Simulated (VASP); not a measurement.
Input of a VASP 6.6.1 run:

File INCAR:

```
ALGO = Normal ; EDIFF = 1E-7
ENCUT = 520 ; GGA = CA
ISIF = 2 ; ISMEAR = 0
LASPH = T ; LCHARG = F
LREAL = F ; LWAVE = F
NBANDS = 16 ; NELM = 100
PREC = Accurate ; SIGMA = 0.05
```

File KPOINTS:

```
k-points
0
Gamma
  12 12 4
```

Contents of POSCAR:

```
BN
1.0
    2.5039917043      0.0000000000      0.0000000000
   -1.2519958522      2.1685204268      0.0000000000
    0.0000000000      0.0000000000      6.6612000000
B N
2 2
Direct
    0.4231898611      0.6666666667      0.2500000000
    0.6667043328      0.3333333333      0.7500000000
    0.3333376158      0.6666666667      0.7500000000
    0.5972859127      0.3333333333      0.2500000000
```

Potentials or basis: VASP PAW LDA potentials, release 64 (B, N).

Run with:

```bash
$ cat potpaw_LDA.64/B/POTCAR potpaw_LDA.64/N/POTCAR > POTCAR
$ mpirun -np 1 vasp_std > vasp.out
```

**Question.** What does it give for the pressure?

**Answer.** 27.8 GPa.

**Question.** Predict the largest force.

**Answer.** 23.559 eV/Å.

**Question.** Predict the band gap on the k mesh.

**Answer.** 1.98 eV, indirect (least direct gap 3.16 eV).

Stress tensor (GPa, compression positive):
```
 51.35 -40.94   0.00
-40.94  32.76   0.00
  0.00   0.00  -0.85
```

Caveat: the cell differs from its parent crystal (mode 9 (1350.8 1/cm) frozen in, largest displacement +0.225 Å); forces of over 1 eV/Å act on the atoms, so gaps and moduli don't describe the material at rest. A k mesh can miss the band edges.
